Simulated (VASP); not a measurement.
# Al (Fm-3m) in VASP: relaxation of cell and atoms with r2SCAN+rVV10

Aim: the relaxation of cell and atoms of Al with r2SCAN+rVV10.

Program: VASP 6.6.1. These are calculated values, not measurements. Logs are shortened: lines on timing, memory, paths and dates and some standing lists are left out, and cuts for length are marked.

**1. The cell of the first run**

It takes space group Fm-3m (No. 225, cubic). Conventional cell: a = 4.050 Å, b = 4.050 Å, c = 4.050 Å, α = 90.00°, β = 90.00°, γ = 90.00°. Within 3.8 Å of Al (site symmetry m-3m) lie 12 Al at 2.86 Å.

**2. Relaxation of cell and atoms, r2SCAN+rVV10**

POSCAR reads:

```
Al
1.0
    0.0000000000      2.0248050000      2.0248050000
    2.0248050000      0.0000000000      2.0248050000
    2.0248050000      2.0248050000      0.0000000000
Al
1
Direct
    0.0000000000      0.0000000000      0.0000000000
```

INCAR.step1 reads:

```
SYSTEM = Al
  ALGO = Normal
  EDIFF = 1E-4
  ENCUT = 600
  GGA = PE
  ISMEAR = 0
  LASPH = .TRUE.
  LCHARG = .FALSE.
  LREAL = .FALSE.
  LWAVE = .TRUE.
  NELM = 60
  PREC = Accurate
  SIGMA = 0.1
```

INCAR.step2 reads:

```
SYSTEM = Al
  ALGO = Normal
  BPARAM = 11.95
  CPARAM = 0.0093
  EDIFF = 1E-6
  EDIFFG = -0.002
  ENCUT = 600
  IBRION = 2
  ISIF = 3
  ISMEAR = 0
  ISTART = 1
  IVDW_NL = 2
  LASPH = .TRUE.
  LCHARG = .FALSE.
  LMIXTAU = .TRUE.
  LREAL = .FALSE.
  LUSE_VDW = .TRUE.
  LWAVE = .FALSE.
  METAGGA = R2SCAN
  NELM = 60
  NSW = 100
  PREC = Accurate
  SIGMA = 0.1
```

KPOINTS reads:

```
k-points
0
G
  18 18 18
  0 0 0
```

Potentials or basis: VASP PAW PBE potentials, release 64 (Al).

The run is started by

```bash
cat potpaw_PBE.64/Al/POTCAR > POTCAR
cp INCAR.step1 INCAR
mpirun -np 1 vasp_std > vasp.out
cp INCAR.step2 INCAR
mpirun -np 1 vasp_std > vasp.out
```

OUTCAR:

```text
SYSTEM = Al
   BPARAM = 11.95
   EDIFF = 1E-6
   EDIFFG = -0.002
   ENCUT = 600
   IBRION = 2
   ISIF = 3
   ISMEAR = 0
   ISTART = 1
   IVDW_NL = 2
   LASPH = .TRUE.
   LREAL = .FALSE.
   METAGGA = R2SCAN
   NELM = 60
   NSW = 100
   PREC = Accurate

 ion  position               nearest neighbor table
   1  0.000  0.000  0.000-

  LATTYP: Found a face centered cubic cell.
 ALAT       =     4.0496100000

  Lattice vectors:

 A1 = (   0.0000000000,   2.0248050000,   2.0248050000)
 A2 = (   2.0248050000,   0.0000000000,   2.0248050000)
 A3 = (   2.0248050000,   2.0248050000,   0.0000000000)

Analysis of symmetry for initial positions (statically):
=====================================================================
 Subroutine PRICEL returns:
 Original cell was already a primitive cell.

 Routine SETGRP: Setting up the symmetry group for a
 face centered cubic supercell.

 Subroutine GETGRP returns: Found 48 space group operations
 (whereof 48 operations were pure point group operations)
 out of a pool of 48 trial point group operations.

The static configuration has the point symmetry O_h .

Analysis of symmetry for dynamics (positions and initial velocities):
=====================================================================
 Subroutine PRICEL returns:
 Original cell was already a primitive cell.

 Routine SETGRP: Setting up the symmetry group for a
 face centered cubic supercell.

 Subroutine GETGRP returns: Found 48 space group operations
 (whereof 48 operations were pure point group operations)
 out of a pool of 48 trial point group operations.

The dynamic configuration has the point symmetry O_h .

 Subroutine INISYM returns: Found 48 space group operations
 (whereof 48 operations are pure point group operations),
 and found     1 'primitive' translations

----------------------------------------------------------------------------------------

                                     Primitive cell

  volume of cell :      16.6027

  direct lattice vectors                    reciprocal lattice vectors
     0.000000000  2.024805000  2.024805000    -0.246937359  0.246937359  0.246937359
     2.024805000  0.000000000  2.024805000     0.246937359 -0.246937359  0.246937359
     2.024805000  2.024805000  0.000000000     0.246937359  0.246937359 -0.246937359

  length of vectors
[... 100 lines left out ...]
     AMIX_MAG =   1.60;   BMIX_MAG =  1.00
  volume/ion in A,a.u.               =      16.60       112.04
  Fermi-wavevector in a.u.,A,eV,Ry     =   0.925526  1.748991 11.654733  0.856599
  Thomas-Fermi vector in A             =   2.051390
   LORBIT       =      0    0 simple, 1 ext, 2 COOP (PROOUT), +10 PAW based schemes
   METAGGA = R2SCAN    functional components
   LHFCALC =     F    Hartree Fock is set to
   AEXX    =    0.0000 exact exchange contribution
   IVDW_NL    =     2    kernel type
   BPARAM     =11.9500
   IVDW    =     0    specifies the selected vdW correction
   LEPSILON=     F    determine dielectric tensor
   LRPA    =     F    only Hartree local field effects (RPA)
 conjugate gradient relaxation of ions
 non-spin polarized calculation
 Gauss-broadening in eV      SIGMA  =   0.10
  energy-cutoff  :      600.00
  volume of cell :       16.60
 maximum number of plane-waves:       568
   NGX = 11   NGY = 11   NGZ = 11

--------------------------------------- Ionic step        1  -------------------------------------------

 number of electron       3.0000000 magnetization

 Free energy of the ion-electron system (eV)
  ---------------------------------------------------
  ext. energy  EPLUGINS =         0.00000000
  ---------------------------------------------------
  free energy    TOTEN  =        -6.66012048 eV

  energy without entropy =       -6.65732646  energy(sigma->0) =       -6.65872347

------------------------ aborting loop because EDIFF is reached ----------------------------------------

  FORCE on cell =-STRESS in cart. coord.  units (eV):
  Direction    XX          YY          ZZ          XY          YZ          ZX
  --------------------------------------------------------------------------------------
  -------------------------------------------------------------------------------------
  Total       -0.4281948     -0.4281948     -0.4281948     -0.0000000     -0.0000000      0.0000000
  in kB      -41.3211439    -41.3211439    -41.3211439     -0.0000000     -0.0000000      0.0000000
  external PRESSURE =     -41.3211439 kB  Pullay stress =       0.0000000 kB
[... 86 lines left out ...]
  FREE ENERGIE OF THE ION-ELECTRON SYSTEM (eV)
  ---------------------------------------------------
  free  energy   TOTEN  =        -6.6711229603 eV

  energy  without entropy=       -6.6686258419  energy(sigma->0) =       -6.66987440

[... ionic steps 4 to 16 ...]

--------------------------------------- Ionic step       17  -------------------------------------------

 number of electron       3.0000000 magnetization

------------------------ aborting loop because EDIFF is reached ----------------------------------------
[... 65 lines left out ...]
--------------------------------------- Ionic step       19  -------------------------------------------

 number of electron       3.0000000 magnetization

 Free energy of the ion-electron system (eV)
  ---------------------------------------------------
  ext. energy  EPLUGINS =         0.00000000
  ---------------------------------------------------
  free energy    TOTEN  =        -6.67112225 eV

  energy without entropy =       -6.66862293  energy(sigma->0) =       -6.66987259

 E-fermi :   8.4717     XC(G=0): -11.0751

 val. band max:        8.4681388873   @ k =  -0.3333   0.4444   0.1111
 cond. band min:       8.5166974686   @ k =  -0.3333   0.3889   0.0556
 fundamental gap:      0.0485585813
 Fermi energy:         8.4717128581

 k-point     1 :       0.0000    0.0000    0.0000
  band No.  band energies     occupation
      1      -3.6816      2.00000
      2      22.0390      0.00000
      3      22.0390      0.00000
      4      22.0390      0.00000
      5      24.2953      0.00000
[... 177 lines left out ...]
 k-point    24 :      -0.2222    0.0556    0.0000
  band No.  band energies     occupation
      1      -1.8887      2.00000
      2      12.6514      0.00000
      3      18.6535      0.00000
      4      21.7375      0.00000
      5      23.6857      0.00000

 [... further k-points ...]
[... 5 lines left out ...]
  --------------------------------------------------------------------------------------
  -------------------------------------------------------------------------------------
  Total        0.0000229      0.0000229      0.0000229     -0.0000000     -0.0000000      0.0000000
  in kB        0.0023244      0.0023244      0.0023244     -0.0000000     -0.0000000      0.0000000
  external PRESSURE =       0.0023244 kB  Pullay stress =       0.0000000 kB
[... 16 lines left out ...]
  FREE ENERGIE OF THE ION-ELECTRON SYSTEM (eV)
  ---------------------------------------------------
  free  energy   TOTEN  =        -6.6711222465 eV

  energy  without entropy=       -6.6686229321  energy(sigma->0) =       -6.66987259

 reached required accuracy - stopping structural energy minimisation
```

Wall time 7.3 min (1 thread of Intel Xeon Platinum 8259CL at 2.50GHz (Skylake/Cascade Lake), shared host); peak memory 0.22 GiB.

Results:

```yaml
Free_energy: -6.6711 eV
Relaxed_volume: 15.80 Å³/atom
Relaxed_cell: a = 2.817 Å, b = 2.817 Å, c = 2.817 Å, α = 60.00°, β = 60.00°, γ = 60.00°
Space_group_after_relaxing_to_0.1_Å: Fm-3m (No. 225)
Energy_gained_by_relaxing: 11.0 meV/atom
Ionic_steps: 19
Pressure_after_relaxing: 0.0 GPa
Band_gap_on_the_k_mesh: zero (an odd number of electrons rules out a gap without spin polarisation)
```

Step by step:
| step | energy change (eV) | largest force (eV/Å) | pressure (GPa) | volume (Å³) |
| --- | --- | --- | --- | --- |
| 1 | 0.0000 | 0.0000 | -4.13 | 16.60 |
| 2 | -0.0102 | 0.0000 | 1.26 | 15.59 |
| 3 | -0.0110 | 0.0000 | 0.03 | 15.79 |
| 4 | -0.0110 | 0.0000 | -0.03 | 15.81 |
| 5 | -0.0110 | 0.0000 | -0.06 | 15.81 |
| 6 | -0.0110 | 0.0000 | -0.05 | 15.81 |
| 7 | -0.0110 | 0.0000 | -0.06 | 15.81 |
| 8 | -0.0110 | 0.0000 | -0.06 | 15.81 |
| 9 | -0.0110 | 0.0000 | -0.06 | 15.81 |
| 10 | -0.0110 | 0.0000 | -0.06 | 15.81 |
| 11 | -0.0110 | 0.0000 | -0.06 | 15.81 |
| 12 | -0.0110 | 0.0000 | -0.06 | 15.81 |
| 13 | -0.0110 | 0.0000 | -0.05 | 15.81 |
| 14 | -0.0110 | 0.0000 | -0.05 | 15.81 |
| 15 | -0.0110 | 0.0000 | -0.05 | 15.81 |
| 16 | -0.0110 | 0.0000 | -0.05 | 15.81 |
| 17 | -0.0110 | 0.0000 | -0.04 | 15.81 |
| 18 | -0.0110 | 0.0000 | -0.03 | 15.80 |
| 19 | -0.0110 | 0.0000 | 0.00 | 15.80 |

Final structure:
```yaml
crystal:
  lattice:
    - [0.00000, 1.99158, 1.99158]
    - [1.99158, 0.00000, 1.99158]
    - [1.99158, 1.99158, 0.00000]
  atoms:
    - { symbol: Al, position: [0.00000, 0.00000, 0.00000] }
```

Levels at points of the mesh, in eV from the Fermi level:
```csv
k point,band 1,band 2,band 3,band 4,band 5
"(0.00, 0.00, 0.00)",-12.15,13.57,13.57,13.57,15.82
"(0.50, 0.00, 0.00)",-5.18,-4.60,12.28,12.28,12.81
"(0.50, 0.50, 0.00)",-3.27,-1.68,5.47,6.21,6.21
```

Caveat: the PAW data sets were made with another functional, which shifts forces and pressure a little.
